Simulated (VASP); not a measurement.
# MgO2 (Pnma) in VASP: single point with PBEsol

Aim: the single point of MgO2 with PBEsol.

All numbers are computed with VASP 6.6.1; they aren't measurements. Logs are shortened: lines on timing, memory, paths and dates and some standing lists are left out, and cuts for length are marked.

**1. The cell of the first run**

The structure is orthorhombic, space group Pnma (No. 62). The conventional cell has a = 7.622 Å, b = 3.151 Å, c = 4.885 Å, α = 90.00°, β = 90.00°, γ = 90.00°. Within 2.7 Å of Mg (site symmetry m) lie 6 O at 2.04 to 2.12 Å. O (site symmetry m) has 1 O at 1.47 Å and 3 Mg at 2.04 to 2.09 Å within 2.1 Å. O (site symmetry m) has 1 O at 1.47 Å within 2.0 Å.

**2. Single point, PBEsol**

File INCAR:

```
  PREC = Accurate
  ENCUT = 840
  EDIFF = 1E-6
  ISMEAR = 0
  SIGMA = 0.02
  LREAL = False
  LASPH = True
  NELM = 120
  ALGO = Normal
  ISIF = 2
  LWAVE = False
  LCHARG = True
  GGA = PS
  LELF = True
  LVHAR = True
  NBANDS = 56
  GGA_COMPAT = False
```

File KPOINTS:

```
Automatic mesh
0
Gamma
  4 8 6
```

File POSCAR:

```
MgO2
1.0
    7.6218560913      0.0000000000      0.0000000000
    0.0000000000      3.1513739299      0.0000000000
    0.0000000000      0.0000000000      4.8852896130
Mg O
4 8
Direct
    0.1263377367      0.2500000000      1.2943344714
    0.8736622633      0.7500000000     -0.2943344714
    0.3736622633      0.7500000000      0.7943344714
    0.6263377367      0.2500000000      0.2056655286
    0.7065907475      0.2500000000     -0.3962850574
    0.2934092525      0.7500000000      1.3962850574
    0.7934092525      0.7500000000      0.1037149426
    0.2065907475      0.2500000000      0.8962850574
    1.0531341108      0.2500000000      0.7124633433
   -0.0531341108      0.7500000000      0.2875366567
    0.4468658892      0.7500000000      0.2124633433
    0.5531341108      0.2500000000      0.7875366567
```

Potentials or basis: VASP PAW PBE potentials, release 64 (Mg_sv, O).

The run is started by

```bash
> cat potpaw_PBE.64/Mg_sv/POTCAR potpaw_PBE.64/O/POTCAR > POTCAR
> mpirun -np 1 vasp_std > vasp.out
```

OUTCAR:

```text
PREC = Accurate
   ENCUT = 840
   EDIFF = 1E-6
   ISMEAR = 0
   LREAL = False
   LASPH = True
   NELM = 120
   ISIF = 2
   GGA = PS

 ion  position               nearest neighbor table
   1  0.126  0.250  0.294-   8 2.04   6 2.09   6 2.09  10 2.09  10 2.09   9 2.12
   2  0.874  0.750  0.706-   7 2.04   5 2.09   5 2.09   9 2.09   9 2.09  10 2.12
   3  0.374  0.750  0.794-   6 2.04   8 2.09   8 2.09  12 2.09  12 2.09  11 2.12
   4  0.626  0.250  0.206-   5 2.04   7 2.09   7 2.09  11 2.09  11 2.09  12 2.12
   5  0.707  0.250  0.604-  12 1.47   4 2.04   2 2.09   2 2.09
   6  0.293  0.750  0.396-  11 1.47   3 2.04   1 2.09   1 2.09
   7  0.793  0.750  0.104-  10 1.47   2 2.04   4 2.09   4 2.09
   8  0.207  0.250  0.896-   9 1.47   1 2.04   3 2.09   3 2.09
   9  0.053  0.250  0.712-   8 1.47   2 2.09   2 2.09   1 2.12
  10  0.947  0.750  0.288-   7 1.47   1 2.09   1 2.09   2 2.12
  11  0.447  0.750  0.212-   6 1.47   4 2.09   4 2.09   3 2.12
  12  0.553  0.250  0.788-   5 1.47   3 2.09   3 2.09   4 2.12

  LATTYP: Found a simple orthorhombic cell.
 ALAT       =     3.1513739299
 B/A-ratio  =     1.5502094393
 C/A-ratio  =     2.4185819458

  Lattice vectors:

 A1 = (   0.0000000000,   3.1513739299,   0.0000000000)
 A2 = (   0.0000000000,   0.0000000000,   4.8852896130)
 A3 = (   7.6218560913,   0.0000000000,   0.0000000000)

Analysis of symmetry for initial positions (statically):
=====================================================================
 Subroutine PRICEL returns:
 Original cell was already a primitive cell.

 Routine SETGRP: Setting up the symmetry group for a
 simple orthorhombic supercell.

 Subroutine GETGRP returns: Found  8 space group operations
 (whereof  2 operations were pure point group operations)
 out of a pool of  8 trial point group operations.

The static configuration has the point symmetry S_2 .
 The point group associated with its full space group is D_2h.

Analysis of symmetry for dynamics (positions and initial velocities):
=====================================================================
 Subroutine PRICEL returns:
 Original cell was already a primitive cell.

 Routine SETGRP: Setting up the symmetry group for a
 simple orthorhombic supercell.

 Subroutine GETGRP returns: Found  8 space group operations
 (whereof  2 operations were pure point group operations)
 out of a pool of  8 trial point group operations.

The dynamic configuration has the point symmetry S_2 .
 The point group associated with its full space group is D_2h.

 Subroutine INISYM returns: Found  8 space group operations
 (whereof  2 operations are pure point group operations),
 and found     1 'primitive' translations

----------------------------------------------------------------------------------------

                                     Primitive cell

  volume of cell :     117.3413

  direct lattice vectors                    reciprocal lattice vectors
     7.621856091  0.000000000  0.000000000     0.131201638  0.000000000  0.000000000
     0.000000000  3.151373930  0.000000000     0.000000000  0.317321912  0.000000000
     0.000000000  0.000000000  4.885289613     0.000000000  0.000000000  0.204696155

  length of vectors
     7.621856091  3.151373930  4.885289613     0.131201638  0.317321912  0.204696155

  position of ions in fractional coordinates (direct lattice)
     0.126337737  0.250000000  0.294334471
     0.873662263  0.750000000  0.705665529
     0.373662263  0.750000000  0.794334471
     0.626337737  0.250000000  0.205665529
     0.706590748  0.250000000  0.603714943
     0.293409252  0.750000000  0.396285057
     0.793409252  0.750000000  0.103714943
     0.206590748  0.250000000  0.896285057
     0.053134111  0.250000000  0.712463343
     0.946865889  0.750000000  0.287536657
     0.446865889  0.750000000  0.212463343
     0.553134111  0.250000000  0.787536657

  ion indices of the primitive-cell ions
   primitive index   ion index
                 1           1
                 2           2
                 3           3
                 4           4
                 5           5
                 6           6
                 7           7
                 8           8
                 9           9
                10          10
                11          11
                12          12

----------------------------------------------------------------------------------------

 KPOINTS: Automatic mesh

Automatic generation of k-mesh.
 Grid dimensions read from file:
 generate k-points for:    4    8    6

 Generating k-lattice:

  Cartesian coordinates                     Fractional coordinates (reciprocal lattice)
     0.032800409  0.000000000  0.000000000     0.250000000  0.000000000  0.000000000
     0.000000000  0.039665239  0.000000000     0.000000000  0.125000000  0.000000000
     0.000000000  0.000000000  0.034116026     0.000000000  0.000000000  0.166666667

  Length of vectors
     0.032800409  0.039665239  0.034116026

  Shift w.r.t. Gamma in fractional coordinates (k-lattice)
     0.000000000  0.000000000  0.000000000

 Subroutine IBZKPT returns following result:
 ===========================================

 Found     60 irreducible k-points:

 Following reciprocal coordinates:
            Coordinates               Weight
  0.000000  0.000000  0.000000      1.000000
  0.250000  0.000000  0.000000      2.000000
  0.500000  0.000000  0.000000      1.000000
  0.000000  0.125000  0.000000      2.000000
  0.250000  0.125000  0.000000      4.000000
  0.500000  0.125000  0.000000      2.000000
[... 16 lines left out ...]
  0.250000  0.250000  0.166667      8.000000
  0.500000  0.250000  0.166667      4.000000
 [... further k-points ...]
   k-points           NKPTS =     60   k-points in BZ     NKDIM =     60   number of bands    NBANDS=     56
   number of dos      NEDOS =    301   number of ions     NIONS =     12
   total plane-waves  NPLWV = 103680
   dimension x,y,z NGX =    72 NGY =   30 NGZ =   48
   dimension x,y,z NGXF=   144 NGYF=   60 NGZF=   96
   ions per type =               4   8
   NGX,Y,Z   is equivalent  to a cutoff of  15.70, 15.83, 16.33 a.u.
   NGXF,Y,Z  is equivalent  to a cutoff of  31.41, 31.65, 32.67 a.u.
 SYSTEM =  unknown system
   PREC   = accura    normal or accurate (medium, high low for compatibility)
   ISTART =      0    job   : 0-new  1-cont  2-samecut
   ICHARG =      2    charge: 1-file 2-atom 10-const
   ISPIN  =      1    spin polarized calculation?
   LNONCOLLINEAR =      F non collinear calculations
   LSORBIT =      F    spin-orbit coupling
   LASPH  =      T    aspherical Exc in radial PAW
   ENCUT  =  840.0 eV  61.74 Ry    7.86 a.u.  18.01  7.45 11.54*2*pi/ulx,y,z
   NELM   =    120;   NELMIN=  2; NELMDL= -5     # of ELM steps
   EDIFF  = 0.1E-05   stopping-criterion for ELM
   LREAL  =      F    real-space projection
   EDIFFG = 0.1E-04   stopping-criterion for IOM
   NSW    =      0    number of steps for IOM
   IBRION =     -1    ionic relax: 0-MD 1-quasi-New 2-CG
   NFREE  =      0    steps in history (QN), initial steepest desc. (CG)
   ISIF   =      2    stress and relaxation
   ISYM   =      2    0-nonsym 1-usesym 2-fastsym
   POTIM  = 0.5000    time-step for ionic-motion
   TEBEG  =    0.0;   TEEND  =   0.0 temperature during run
   PSTRESS=    0.0 pullay stress
   NELECT =      88.0000    total number of electrons
   NUPDOWN=      -1.0000    fix difference up-down
   EMIN   =  10.00;   EMAX   =-10.00  energy-range for DOS
   EFERMI =   0.00;   METHOD = LEGACY
   ISMEAR =     0;   SIGMA  =   0.02  broadening in eV -4-tet -1-fermi 0-gaus
   EFERMI_NEDOS =   21; number of points for ismear=-14 and -15
   IALGO  =     38    algorithm
   IMIX   =      4    mixing-type and parameters
     AMIX     =   0.40;   BMIX     =  1.00
     AMIX_MAG =   1.60;   BMIX_MAG =  1.00
  volume/ion in A,a.u.               =       9.78        65.99
  Fermi-wavevector in a.u.,A,eV,Ry     =   1.487369  2.810720 30.099713  2.212267
  Thomas-Fermi vector in A             =   2.600538
   LORBIT       =      0    0 simple, 1 ext, 2 COOP (PROOUT), +10 PAW based schemes
   GGA     = PS    functional components
   LHFCALC =     F    Hartree Fock is set to
   AEXX    =    0.0000 exact exchange contribution
   IVDW    =     0    specifies the selected vdW correction
   LEPSILON=     F    determine dielectric tensor
   LRPA    =     F    only Hartree local field effects (RPA)
 non-spin polarized calculation
 Gauss-broadening in eV      SIGMA  =   0.02
  energy-cutoff  :      840.00
  volume of cell :      117.34
 maximum number of plane-waves:      6523
   NGX = 37   NGY = 15   NGZ = 23

 number of electron      87.9999968 magnetization

 Free energy of the ion-electron system (eV)
  ---------------------------------------------------
  ext. energy  EPLUGINS =         0.00000000
  ---------------------------------------------------
  free energy    TOTEN  =       -69.05025244 eV

  energy without entropy =      -69.05025244  energy(sigma->0) =      -69.05025244

 E-fermi :   2.8438     XC(G=0): -10.9711

 val. band max:        2.7385350082   @ k =   0.0000   0.0000   0.5000
 cond. band min:       5.7502481874   @ k =   0.0000   0.0000   0.0000
 fundamental gap:      3.0117131792
 Fermi energy:         2.8438289243

 k-point     1 :       0.0000    0.0000    0.0000
  band No.  band energies     occupation
      1     -70.0253      2.00000
      2     -70.0245      2.00000
      3     -70.0240      2.00000
      4     -70.0233      2.00000
      5     -37.0012      2.00000
      6     -36.9993      2.00000
[... 1405 lines left out ...]
     55      14.1220      0.00000
     56      14.1226      0.00000

 [... further k-points ...]

------------------------ aborting loop because EDIFF is reached ----------------------------------------

  FORCE on cell =-STRESS in cart. coord.  units (eV):
  Direction    XX          YY          ZZ          XY          YZ          ZX
  --------------------------------------------------------------------------------------
  -------------------------------------------------------------------------------------
  Total        0.5639566     -0.0125325      0.4235873      0.0000000      0.0000000      0.0000000
  in kB        7.7002578     -0.1711182      5.7836569      0.0000000      0.0000000      0.0000000
  external PRESSURE =       4.4375988 kB  Pullay stress =       0.0000000 kB

 VOLUME and BASIS-vectors are now :
 -----------------------------------------------------------------------------
  energy-cutoff  :      840.00
  volume of cell :      117.34
      direct lattice vectors                 reciprocal lattice vectors
     7.621856091  0.000000000  0.000000000     0.131201638  0.000000000  0.000000000
     0.000000000  3.151373930  0.000000000     0.000000000  0.317321912  0.000000000
     0.000000000  0.000000000  4.885289613     0.000000000  0.000000000  0.204696155

 POSITION                                       TOTAL-FORCE (eV/Angst)
 -----------------------------------------------------------------------------------
      0.96293      0.78784      1.43791         0.000150     -0.000000     -0.000601
      6.65893      2.36353      3.44738        -0.000150     -0.000000      0.000601
      2.84800      2.36353      3.88055        -0.000150     -0.000000     -0.000601
      4.77386      0.78784      1.00474         0.000150     -0.000000      0.000601
      5.38553      0.78784      2.94932         0.109340      0.000000     -0.087012
      2.23632      2.36353      1.93597        -0.109340      0.000000      0.087012
      6.04725      2.36353      0.50668        -0.109340     -0.000000     -0.087012
      1.57460      0.78784      4.37861         0.109340     -0.000000      0.087012
      0.40498      0.78784      3.48059        -0.110094      0.000000     -0.079957
      7.21688      2.36353      1.40470         0.110094     -0.000000      0.079957
      3.40595      2.36353      1.03794         0.110094     -0.000000     -0.079957
      4.21591      0.78784      3.84734        -0.110094     -0.000000      0.079957
 -----------------------------------------------------------------------------------
    total drift:                                0.000000     -0.000000      0.000000

  FREE ENERGIE OF THE ION-ELECTRON SYSTEM (eV)
  ---------------------------------------------------
  free  energy   TOTEN  =       -69.0502524387 eV

  energy  without entropy=      -69.0502524387  energy(sigma->0) =      -69.05025244
```

Run time: 8.3 min. Hardware: 1 thread of Intel Xeon Platinum 8488C (Sapphire Rapids), shared host; peak memory 0.68 GiB.

Results:

```yaml
Free_energy: -69.0503 eV
Pressure: 0.4 GPa
Largest_force: 0.140 eV/Å
Band_gap_on_the_k_mesh: 3.01 eV (least direct gap 3.04 eV)
```

Forces on the atoms (eV/Å):
```
Mg   0.000  0.000 -0.001
Mg   0.000  0.000  0.001
Mg   0.000  0.000 -0.001
Mg   0.000  0.000  0.001
O    0.109  0.000 -0.087
O   -0.109  0.000  0.087
O   -0.109  0.000 -0.087
O    0.109  0.000  0.087
O   -0.110  0.000 -0.080
O    0.110  0.000  0.080
O    0.110  0.000 -0.080
O   -0.110  0.000  0.080
```

Caveat: the PAW data sets were made with another functional, which shifts forces and pressure a little.
